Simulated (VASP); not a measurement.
Set up this calculation in VASP 6.6.1, as the native input.

```
Task                   : single point
Functional             : PBEsol
Dispersion             : D3(BJ)
Potentials or basis    : VASP PAW PBE potentials, release 64 (Mg, O)
Cutoff                 : 520 eV
k mesh                 : 10 × 10 × 10
Occupations            : fermi-dirac, width 0.05 eV
Spin                   : no spin polarisation
Dipole correction      : no
Further INCAR settings : ALGO = Normal; EDIFF = 1e-06; NBANDS = 11
```

The structure of MgO lies in POSCAR:

```
MgO
1.0
    2.9380209034      0.0000000000      0.0000000000
   -1.4690104517      2.5444007392      0.0000000000
    0.0000000000      0.0000000000      2.6796800000
Mg O
1 1
Direct
    0.0000000000      0.0000000000      0.0000000000
    0.3333333333      0.6666666667      0.5000000000
```

The input as run:

INCAR

```
SYSTEM = MgO
PREC = Accurate
ENCUT = 520
EDIFF = 1E-6
ISMEAR = -1
SIGMA = 0.05
LREAL = .FALSE.
LASPH = .TRUE.
NELM = 80
ALGO = Normal
ISIF = 2
LWAVE = .FALSE.
LCHARG = .FALSE.
GGA = PS
IVDW = 12
NBANDS = 11
```

KPOINTS

```
regular mesh
0
G
  10 10 10
  0 0 0
```

Potentials or basis: VASP PAW PBE potentials, release 64 (Mg, O).

Launch:

```sh
$ cat potpaw_PBE.64/Mg/POTCAR potpaw_PBE.64/O/POTCAR > POTCAR
$ mpirun -np 1 vasp_std > vasp.out
```

It gave:

```
Pressure                   : -8.2 GPa
Band gap on the k mesh     : 2.93 eV, indirect (least direct gap 3.33 eV)
Dispersion energy per atom : -0.232 eV
```

Caveat: the PAW data sets were made with another functional, which shifts forces and pressure a little.

Run time: 9.3 s on 1 thread of Intel Xeon 6975P-C, with other jobs on the host, peak memory 0.16 GiB.
